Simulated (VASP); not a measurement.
Pb: single point with PBEsol

Pb:

```
CELL_PARAMETERS angstrom
0.00000 2.44031 2.44031
2.44031 0.00000 2.44031
2.44031 2.44031 0.00000
ATOMIC_POSITIONS crystal
Pb 0.00000 0.00000 0.00000
```

This cell differs from its parent crystal: strained.

* Program: VASP 6.6.1
* Task: single point
* Functional: PBEsol
* Potentials or basis: VASP PAW PBE potentials, release 64 (Pb_d)
* Cutoff: 520 eV
* k mesh: 14 × 14 × 14
* Occupations: gaussian, width 0.1 eV
* Spin: no spin polarisation

- Pressure: 1.6 GPa
- Band gap on the k mesh: zero (bands 7 and 8 overlap by 9.41 eV)

Levels at points of the mesh, in eV from the Fermi level:
| k point | band 3 | band 4 | band 5 | band 6 | band 7 | band 8 | band 9 | band 10 | band 11 | band 12 |
| --- | --- | --- | --- | --- | --- | --- | --- | --- | --- | --- |
| (0.00, 0.00, 0.00) | -17.07 | -16.91 | -16.91 | -12.11 | 7.70 | 7.70 | 7.70 | 9.74 | 11.81 | 12.75 |
| (0.50, 0.00, 0.00) | -17.06 | -16.75 | -16.75 | -8.23 | -4.49 | 5.76 | 5.76 | 9.20 | 9.80 | 11.41 |
| (0.50, 0.50, 0.00) | -16.77 | -16.72 | -16.72 | -6.71 | -3.51 | 2.03 | 2.03 | 5.45 | 6.74 | 18.46 |

Run time: 52 s on 1 thread of Intel Xeon 8259CL, on a shared host, peak memory 0.18 GiB.

Caveat: the cell differs from its parent crystal (strained); the PAW data sets were made with another functional, which shifts forces and pressure a little; spin-orbit coupling is left out, which moves the levels of the heavy elements.
